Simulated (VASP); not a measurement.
# Ta12Si in VASP: single point with LDA

Aim: the single point of Ta12Si with LDA.

Everything below comes from runs of VASP 6.6.1. Logs are shortened: lines on timing, memory, paths and dates and some standing lists are left out, and cuts for length are marked.

## 1. The cell of the first run

The cell holds a slab with vacuum, 13 atoms: a = 5.634 Å, b = 5.634 Å, c = 19.944 Å, α = 90.00°, β = 90.00°, γ = 109.47°.

## 2. Single point, LDA

INCAR

```
SYSTEM = Ta12Si
PREC = Accurate ; ENCUT = 520
EDIFF = 1E-6 ; ISMEAR = 0
SIGMA = 0.1 ; LREAL = .False.
LASPH = .True. ; NELM = 80
ALGO = Fast ; ISIF = 2
LWAVE = .False. ; LCHARG = .False.
LDIPOL = .True. ; IDIPOL = 3
DIPOL = 0.5 0.5 0.329 ; NBANDS = 80
```

KPOINTS

```
Automatic mesh
0
Gamma
  5 5 1
  0 0 0
```

POSCAR

```
Ta12Si
1.0
    5.6341016690      0.0000000000      0.0000000000
   -1.8780338897      5.3118819947      0.0000000000
    0.0000000000      0.0000000000     19.9444203651
Ta Si
12 1
Direct
    0.2500000000      0.2500000000      0.2005573452
    0.2500000000      0.7500000000      0.2005573452
    0.7500000000      0.2500000000      0.2005573452
    0.7500000000      0.7500000000      0.2005573452
    0.0000000000      0.0000000000      0.3119800438
    0.0000000000      0.5000000000      0.3119800438
    0.5000000000      0.0000000000      0.3119800438
    0.5000000000      0.5000000000      0.3119800438
    0.2094596509      0.2094596509      0.4198518949
    0.2452655506      0.7176112883      0.4288113544
    0.7176112883      0.2452655506      0.4288113544
    0.7446480214      0.7446480214      0.4316368894
    0.4166666667      0.4166666667      0.5171935407
```

Potentials or basis: VASP PAW LDA potentials, release 64 (Ta_pv, Si).

The run is started by

```sh
$ cat potpaw_LDA.64/Ta_pv/POTCAR potpaw_LDA.64/Si/POTCAR > POTCAR
$ mpirun -np 1 vasp_std > vasp.out
```

OUTCAR:

```text
SYSTEM = Ta12Si
   PREC = Accurate
   ENCUT = 520
   EDIFF = 1E-6
   ISMEAR = 0
   LREAL = .False.
   LASPH = .True.
   NELM = 80
   ISIF = 2

 ion  position               nearest neighbor table
   1  0.250  0.250  0.201-   5 2.75   8 2.75   2 2.82   2 2.82   3 2.82   3 2.82   7 3.20   6 3.20
                             4 3.25   4 3.25
   2  0.250  0.750  0.201-   6 2.75   7 2.75   1 2.82   1 2.82   4 2.82   4 2.82   5 3.20   8 3.20
                             3 3.25   3 3.25
   3  0.750  0.250  0.201-   6 2.75   7 2.75   4 2.82   4 2.82   1 2.82   1 2.82   5 3.20   8 3.20
                             2 3.25   2 3.25
   4  0.750  0.750  0.201-   5 2.75   8 2.75   3 2.82   3 2.82   2 2.82   2 2.82   7 3.20   6 3.20
                             1 3.25   1 3.25
   5  0.000  0.000  0.312-   9 2.55   4 2.75   1 2.75   6 2.82   6 2.82   7 2.82   7 2.82  12 2.91
                             3 3.20   2 3.20   8 3.25   8 3.25  10 3.37  11 3.37
   6  0.000  0.500  0.312-   2 2.75   3 2.75  10 2.78   5 2.82   5 2.82   8 2.82   8 2.82  11 2.92
                             9 3.16   4 3.20   1 3.20   7 3.25   7 3.25  12 3.31
   7  0.500  0.000  0.312-   2 2.75   3 2.75  11 2.78   8 2.82   8 2.82   5 2.82   5 2.82  10 2.92
                             9 3.16   4 3.20   1 3.20   6 3.25   6 3.25  12 3.31
   8  0.500  0.500  0.312-   1 2.75   4 2.75   7 2.82   7 2.82   6 2.82   6 2.82   9 2.86  12 2.87
                            11 3.19  10 3.19   3 3.20   2 3.20   5 3.25   5 3.25
   9  0.209  0.209  0.420-  13 2.36   5 2.55  10 2.81  11 2.81  10 2.85  11 2.85   8 2.86  12 3.03
                             6 3.16   7 3.16  12 3.49
  10  0.245  0.718  0.429-  12 2.77   6 2.78   9 2.81  13 2.83   9 2.85  12 2.88   7 2.92   8 3.19
                            11 3.26  11 3.26   5 3.37
  11  0.718  0.245  0.429-  12 2.77   7 2.78   9 2.81  13 2.83   9 2.85  12 2.88   6 2.92   8 3.19
                            10 3.26  10 3.26   5 3.37
  12  0.745  0.745  0.432-  13 2.73  11 2.77  10 2.77   8 2.87  11 2.88  10 2.88   5 2.91   9 3.03
                             7 3.31   6 3.31   9 3.49
  13  0.417  0.417  0.517-   9 2.36  12 2.73  10 2.83  11 2.83

  LATTYP: Found a base centered orthorhombic cell.
 ALAT       =     6.5057002304
 B/A-ratio  =     1.4142135624
 C/A-ratio  =     3.0656838862

  Lattice vectors:

 A1 = (   5.6341016690,   0.0000000000,   0.0000000000)
 A2 = (  -1.8780338897,   5.3118819947,   0.0000000000)
 A3 = (   0.0000000000,   0.0000000000,  19.9444203651)

Analysis of symmetry for initial positions (statically):
=====================================================================
 Subroutine PRICEL returns:
 Original cell was already a primitive cell.

 Routine SETGRP: Setting up the symmetry group for a
 base centered orthorhombic supercell.

 Subroutine GETGRP returns: Found  2 space group operations
 (whereof  2 operations were pure point group operations)
 out of a pool of  8 trial point group operations.

The static configuration has the point symmetry C_1h.

Analysis of symmetry for dynamics (positions and initial velocities):
=====================================================================
 Subroutine PRICEL returns:
 Original cell was already a primitive cell.

 Routine SETGRP: Setting up the symmetry group for a
 base centered orthorhombic supercell.

 Subroutine GETGRP returns: Found  2 space group operations
 (whereof  2 operations were pure point group operations)
 out of a pool of  8 trial point group operations.

The dynamic configuration has the point symmetry C_1h.

 Subroutine INISYM returns: Found  2 space group operations
 (whereof  2 operations are pure point group operations),
 and found     1 'primitive' translations

----------------------------------------------------------------------------------------

                                     Primitive cell

  volume of cell :     596.8903

  direct lattice vectors                    reciprocal lattice vectors
     5.634101669  0.000000000  0.000000000     0.177490585  0.062752398  0.000000000
    -1.878033890  5.311881995  0.000000000     0.000000000  0.188257194  0.000000000
     0.000000000  0.000000000 19.944420365     0.000000000  0.000000000  0.050139336

  length of vectors
     5.634101669  5.634101669 19.944420365     0.188257194  0.188257194  0.050139336
[... 44 lines left out ...]
     0.000000000  0.037651439  0.000000000     0.000000000  0.200000000  0.000000000
     0.000000000  0.000000000  0.050139336     0.000000000  0.000000000  1.000000000

  Length of vectors
     0.037651439  0.037651439  0.050139336

  Shift w.r.t. Gamma in fractional coordinates (k-lattice)
     0.000000000  0.000000000  0.000000000

 Subroutine IBZKPT returns following result:
 ===========================================

 Found      9 irreducible k-points:

 Following reciprocal coordinates:
            Coordinates               Weight
  0.000000  0.000000  0.000000      1.000000
  0.200000 -0.000000  0.000000      4.000000
  0.400000 -0.000000  0.000000      4.000000
  0.200000  0.200000  0.000000      2.000000
  0.400000  0.200000  0.000000      4.000000
 -0.400000  0.200000  0.000000      4.000000
 -0.200000  0.200000  0.000000      2.000000
  0.400000  0.400000  0.000000      2.000000
 -0.400000  0.400000  0.000000      2.000000
   k-points           NKPTS =      9   k-points in BZ     NKDIM =      9   number of bands    NBANDS=     80
   number of dos      NEDOS =    301   number of ions     NIONS =     13
   total plane-waves  NPLWV = 264600
   dimension x,y,z NGX =    42 NGY =   42 NGZ =  150
   dimension x,y,z NGXF=    84 NGYF=   84 NGZF=  300
   ions per type =              12   1
   NGX,Y,Z   is equivalent  to a cutoff of  12.39, 12.39, 12.50 a.u.
   NGXF,Y,Z  is equivalent  to a cutoff of  24.79, 24.79, 25.01 a.u.
 SYSTEM =  Ta12Si
   PREC   = accura    normal or accurate (medium, high low for compatibility)
   ISTART =      0    job   : 0-new  1-cont  2-samecut
   ICHARG =      2    charge: 1-file 2-atom 10-const
   ISPIN  =      1    spin polarized calculation?
   LNONCOLLINEAR =      F non collinear calculations
   LSORBIT =      F    spin-orbit coupling
   LASPH  =      T    aspherical Exc in radial PAW
   ENCUT  =  520.0 eV  38.22 Ry    6.18 a.u.  10.48 10.48 37.08*2*pi/ulx,y,z
   NELM   =     80;   NELMIN=  2; NELMDL= -5     # of ELM steps
   EDIFF  = 0.1E-05   stopping-criterion for ELM
   LREAL  =      F    real-space projection
[... 7 lines left out ...]
   TEBEG  =    0.0;   TEEND  =   0.0 temperature during run
   PSTRESS=    0.0 pullay stress
   NELECT =     136.0000    total number of electrons
   NUPDOWN=      -1.0000    fix difference up-down
   EMIN   =  10.00;   EMAX   =-10.00  energy-range for DOS
   EFERMI =   0.00;   METHOD = LEGACY
   ISMEAR =     0;   SIGMA  =   0.10  broadening in eV -4-tet -1-fermi 0-gaus
   EFERMI_NEDOS =   21; number of points for ismear=-14 and -15
   IALGO  =     68    algorithm
   IMIX   =      4    mixing-type and parameters
     AMIX     =   0.40;   BMIX     =  1.00
     AMIX_MAG =   1.60;   BMIX_MAG =  1.00
  volume/ion in A,a.u.               =      45.91       309.85
  Fermi-wavevector in a.u.,A,eV,Ry     =   0.999899  1.889536 13.603088  0.999799
  Thomas-Fermi vector in A             =   2.132220
   LORBIT       =      0    0 simple, 1 ext, 2 COOP (PROOUT), +10 PAW based schemes
   GGA     = CA    functional components
   LHFCALC =     F    Hartree Fock is set to
   AEXX    =    0.0000 exact exchange contribution
   IVDW    =     0    specifies the selected vdW correction
   LEPSILON=     F    determine dielectric tensor
   LRPA    =     F    only Hartree local field effects (RPA)
 non-spin polarized calculation
 RMM-DIIS sequential band-by-band and
 Gauss-broadening in eV      SIGMA  =   0.10
  energy-cutoff  :      520.00
  volume of cell :      596.89
 maximum number of plane-waves:     16108
 NGX is ok and might be reduce to    42
   NGX = 21   NGY = 21   NGZ = 75

 dipolmoment           0.000000      0.000000     -0.004828 electrons x Angstroem

 number of electron     136.0000001 magnetization

 dipolmoment           0.000000      0.000000      0.016759 electrons x Angstroem

 Free energy of the ion-electron system (eV)
  ---------------------------------------------------
  ext. energy  EPLUGINS =         0.00000000
  ---------------------------------------------------
  free energy    TOTEN  =      -150.05274269 eV

  energy without entropy =     -149.96636481  energy(sigma->0) =     -150.00955375

 E-fermi :  -0.7423     XC(G=0):  -5.9175

 val. band max:       -0.7875438520   @ k =  -0.4000   0.4000   0.0000
 cond. band min:      -0.7407142896   @ k =  -0.4000   0.2000   0.0000
 fundamental gap:      0.0468295624
 Fermi energy:        -0.7423342676

 k-point     1 :       0.0000    0.0000    0.0000
  band No.  band energies     occupation
      1     -35.1401      2.00000
      2     -35.1376      2.00000
      3     -35.1064      2.00000
      4     -35.0786      2.00000
      5     -35.0328      2.00000
      6     -35.0187      2.00000
[... 736 lines left out ...]
     79       0.8363      0.00000
     80       1.0047      0.00000

------------------------ aborting loop because EDIFF is reached ----------------------------------------

 vacuum level on the upper side and lower side of the slab       (xc-potential included)        -0.101        -0.189

  FORCE on cell =-STRESS in cart. coord.  units (eV):
  Direction    XX          YY          ZZ          XY          YZ          ZX
  --------------------------------------------------------------------------------------
  -------------------------------------------------------------------------------------
  Total      -11.3696951    -10.6952145     -0.4231981      0.9538597      4.0720308      2.8793609
  in kB      -30.5186194    -28.7081735     -1.1359516      2.5603571     10.9301750      7.7288018
  external PRESSURE =     -20.1209148 kB  Pullay stress =       0.0000000 kB

 VOLUME and BASIS-vectors are now :
 -----------------------------------------------------------------------------
  energy-cutoff  :      520.00
  volume of cell :      596.89
      direct lattice vectors                 reciprocal lattice vectors
     5.634101669  0.000000000  0.000000000     0.177490585  0.062752398  0.000000000
    -1.878033890  5.311881995  0.000000000     0.000000000  0.188257194  0.000000000
     0.000000000  0.000000000 19.944420365     0.000000000  0.000000000  0.050139336

 POSITION                                       TOTAL-FORCE (eV/Angst)
 -----------------------------------------------------------------------------------
      0.93902      1.32797      4.00000         0.072624      0.102706      0.064468
     -0.00000      3.98391      4.00000         0.104384     -0.000620      0.106335
      3.75607      1.32797      4.00000        -0.035379      0.098208      0.106335
      2.81705      3.98391      4.00000        -0.025368     -0.035876      0.066943
      0.00000      0.00000      6.22226        -0.495245     -0.700382     -0.833534
     -0.93902      2.65594      6.22226        -0.243887     -0.162381      0.122381
      2.81705      0.00000      6.22226        -0.071799     -0.284066      0.122381
      1.87803      2.65594      6.22226        -0.072521     -0.102560      0.095854
      0.78674      1.11262      8.37370         0.001433      0.002026      0.032653
      0.03415      3.81187      8.55239         0.001991      0.001523      0.022189
      3.58248      1.30282      8.55239         0.000773      0.002385      0.022189
      2.79695      3.95548      8.60875        -0.002997     -0.004239      0.030268
      1.56503      2.21328     10.31513         0.765990      1.083274      0.041536
 -----------------------------------------------------------------------------------
    total drift:                               -0.000176     -0.000249      0.001392

  FREE ENERGIE OF THE ION-ELECTRON SYSTEM (eV)
  ---------------------------------------------------
  free  energy   TOTEN  =      -150.0527426854 eV

  energy  without entropy=     -149.9663648110  energy(sigma->0) =     -150.00955375

 vacuum level on the upper side and lower side of the slab         4.237         4.148
```

It took 12 min on 1 thread of Oxide Virtual Turin-like, shared host; peak memory 0.57 GiB.

Results:

- Free energy: -150.0527 eV
- Largest force: 1.327 eV/Å
- Band gap on the k mesh: zero (bands 68 and 69 overlap by 0.67 eV)

Forces in eV/Å, atoms in the order of the input:
```
Ta   0.073  0.103  0.064
Ta   0.104 -0.001  0.106
Ta  -0.035  0.098  0.106
Ta  -0.025 -0.036  0.067
Ta  -0.495 -0.700 -0.834
Ta  -0.244 -0.162  0.122
Ta  -0.072 -0.284  0.122
Ta  -0.073 -0.103  0.096
Ta   0.001  0.002  0.033
Ta   0.002  0.002  0.022
Ta   0.001  0.002  0.022
Ta  -0.003 -0.004  0.030
Si   0.766  1.083  0.042
```

Caveat: spin-orbit coupling is left out, which moves the levels of the heavy elements.

The gap in the log of VASP goes by the Fermi energy; the results here count the filled bands.